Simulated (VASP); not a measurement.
NbAg3:

```xyz
4
Lattice="0.0000 4.1178 0.0000 4.1178 0.0000 0.0000 2.0589 2.0589 -4.1811" Properties=species:S:1:pos:R:3 pbc="T T T"
Ag    2.0589    4.1178   -2.0905
Ag    4.1178    2.0589   -2.0905
Ag    2.0589    2.0589    0.0000
Nb    0.0000    0.0000    0.0000
```

```yaml
Program: VASP 6.6.1
Task: relaxation of cell and atoms
Functional: r2SCAN
Potentials_or_basis: VASP PAW PBE potentials, release 64 (Ag, Nb_sv)
Cutoff: 600 eV
k_mesh: 5 × 5 × 5
Occupations: fermi-dirac, width 0.1 eV
Spin: no spin polarisation
Hubbard_terms: Nb d U = 2.89 eV
```

At the start: pressure -1.5 GPa; volume 17.72 Å³/atom.

**Question.** How do energy, volume and symmetry change on relaxing?

**Answer.** Over 18 steps the energy falls by 48.6 meV/atom and the volume is 17.40 Å³/atom (-1.8 %); space group Fm-3m (No. 225, to 0.05 Å).

The path:
| step | energy change (eV) | largest force (eV/Å) | pressure (GPa) | volume (Å³) |
| --- | --- | --- | --- | --- |
| 1 | 0.0000 | 0.0000 | -1.46 | 70.90 |
| 2 | -0.0512 | 0.0000 | 1.51 | 69.23 |
| 3 | -0.0612 | 0.0000 | 3.48 | 68.27 |
| 4 | -0.0903 | 0.0000 | 2.54 | 68.65 |
| 5 | -0.1430 | 0.0000 | 0.25 | 69.70 |
| 6 | -0.1712 | 0.0000 | -2.95 | 71.29 |
| 7 | -0.1699 | 0.0000 | -2.21 | 70.92 |
| 8 | -0.1877 | 0.0000 | -0.33 | 69.85 |
| 9 | -0.1900 | 0.0000 | 0.56 | 69.38 |
| 10 | -0.1900 | 0.0000 | 0.81 | 69.26 |
| 11 | -0.1928 | 0.0000 | 0.40 | 69.43 |
| 12 | -0.1941 | 0.0000 | -0.01 | 69.61 |
| 13 | -0.1916 | 0.0000 | -0.46 | 69.86 |
| 14 | -0.1942 | 0.0000 | -0.10 | 69.67 |
| 15 | -0.1942 | 0.0000 | -0.11 | 69.67 |
| 16 | -0.1942 | 0.0000 | -0.14 | 69.69 |
| 17 | -0.1943 | 0.0000 | 0.09 | 69.57 |
| 18 | -0.1943 | 0.0000 | 0.00 | 69.62 |

Final structure:
```xyz
4
Lattice="0.0000 4.6027 0.0000 4.6027 0.0000 0.0000 2.3013 2.3013 -3.2863" Properties=species:S:1:pos:R:3 pbc="T T T"
Ag    2.3013    4.6027   -1.6432
Ag    4.6027    2.3013   -1.6432
Ag    2.3013    2.3013    0.0000
Nb    0.0000    0.0000    0.0000
```

Caveat: the PAW data sets were made with another functional, which shifts forces and pressure a little; U without spin polarisation on a metal has little footing; the U is typed as a test and isn't derived for this compound.
